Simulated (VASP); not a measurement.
Wanted: the native input for a VASP 6.6.1 run.

| Item | Value |
| --- | --- |
| Task | single point |
| Functional | PBEsol |
| Potentials or basis | VASP PAW PBE potentials, release 64 (Ca_sv, O) |
| Cutoff | 520 eV |
| k mesh | 8 × 8 × 8 |
| Occupations | gaussian, width 0.05 eV |
| Spin | no spin polarisation |
| Dipole correction | no |
| Further INCAR settings | ALGO = Normal; EDIFF = 1e-07; NBANDS = 15 |

The structure of CaO (Lime) lies in POSCAR:

```
CaO
1.0
    0.0000000000      2.4305650000      2.4065000000
    2.4305650000      0.0000000000      2.4065000000
    2.4305650000      2.4305650000      0.0000000000
Ca O
1 1
Direct
    0.0000000000      0.0000000000      0.0000000000
    0.5000000000      0.5000000000      0.5000000000
```

One way to write it, as run:

INCAR

```
PREC = Accurate
ENCUT = 520
EDIFF = 1E-7
ISMEAR = 0
SIGMA = 0.05
LREAL = False
LASPH = True
NELM = 60
ALGO = Normal
ISIF = 2
LWAVE = False
LCHARG = False
GGA = PS
NBANDS = 15
```

KPOINTS

```
Automatic mesh
0
Gamma
  8 8 8
```

Potentials or basis: VASP PAW PBE potentials, release 64 (Ca_sv, O).

Launch:

```bash
$ cat potpaw_PBE.64/Ca_sv/POTCAR potpaw_PBE.64/O/POTCAR > POTCAR
$ mpirun -np 1 vasp_std > vasp.out
```

Results of the run:

The pressure is -4.5 GPa and the band gap on the k mesh is 3.51 eV, indirect (least direct gap 3.92 eV).

Caveat: the PAW data sets were made with another functional, which shifts forces and pressure a little.

It took 26 s on 1 thread of AMD EPYC 7R13 Processor (Zen 3), with other jobs on the host, peak memory 0.14 GiB.
